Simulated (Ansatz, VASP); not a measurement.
Ba3Sn: VASP beside Ansatz

File INCAR:

```
SYSTEM = Ba3Sn
PREC = Accurate ; ENCUT = 520
EDIFF = 1E-7 ; ISMEAR = -1
SIGMA = 0.05 ; LREAL = .FALSE.
LASPH = .TRUE. ; NELM = 100
ALGO = Normal ; ISIF = 2
LWAVE = .FALSE. ; LCHARG = .TRUE.
LELF = .TRUE. ; LVHAR = .TRUE.
NBANDS = 30
```

File KPOINTS:

```
Automatic mesh
0
G
  6 6 6
  0 0 0
```

POSCAR

```
Ba3Sn
1.0
    5.3370903230      0.0000000000      0.0000000000
    0.0000000000      5.3370903230      0.0000000000
    0.0000000000      0.0000000000      5.3370903230
Sn Ba
1 3
Direct
    0.0000000000      0.0000000000      0.0000000000
    0.0000000000      0.5000000000      0.5000000000
    0.5000000000      0.0000000000      0.5000000000
    0.5000000000      0.5000000000      0.0000000000
```

Input for Ansatz:

```yaml
crystal:
  lattice:
    - [5.337090323, 0.0, 0.0]
    - [0.0, 5.337090323, 0.0]
    - [0.0, 0.0, 5.337090323]
  atoms:
    - { symbol: Sn, position: [0.0, 0.0, 0.0] }
    - { symbol: Ba, position: [0.0, 0.5, 0.5] }
    - { symbol: Ba, position: [0.5, 0.0, 0.5] }
    - { symbol: Ba, position: [0.5, 0.5, 0.0] }
kpoints:
  mp_grid: { grid: [6, 6, 6] }
  band_path:
    path:
      - [0.0, 0.0, 0.0]
      - [0.0, 0.5, 0.0]
      - [0.5, 0.5, 0.0]
      - [0.0, 0.0, 0.0]
      - [0.5, 0.5, 0.5]
      - [0.0, 0.5, 0.0]
      - [0.5, 0.5, 0.5]
      - [0.5, 0.5, 0.0]
    npoints: 14
scf:
  occupations: { method: fermi_dirac, width: 0.05 }
hamiltonian:
  xc: lda
  pseudopotentials: { kind: all_electron, lapw: { basis_error: 0.0005 } }
output:
  forces: true
  stress: true
  eigenvalues: true
  populations: true
  dos: { projected: true, de: 0.2, e_range: [-14, 8] }
```

Alike in both runs: task single point; functional LDA; k mesh 6 × 6 × 6; occupations fermi-dirac, width 0.05 eV; no spin polarisation.

```csv
,VASP,Ansatz
version,VASP 6.6.1,Ansatz 0.2.0
potentials or method,"VASP PAW LDA potentials, release 64 (Sn_d, Ba_sv), cutoff 520 eV","all-electron LAPW, scalar-relativistic"
```

|  | VASP | Ansatz | Ansatz less VASP |
| --- | --- | --- | --- |
| pressure (GPa) | 0.5 | 0.0 | -0.45 |

LDA's correlation is that of Perdew and Zunger in VASP and of Perdew and Wang (1992) in Ansatz. Ansatz ran all-electron here, and VASP with PAW potentials.

Neither program's run includes spin-orbit coupling.
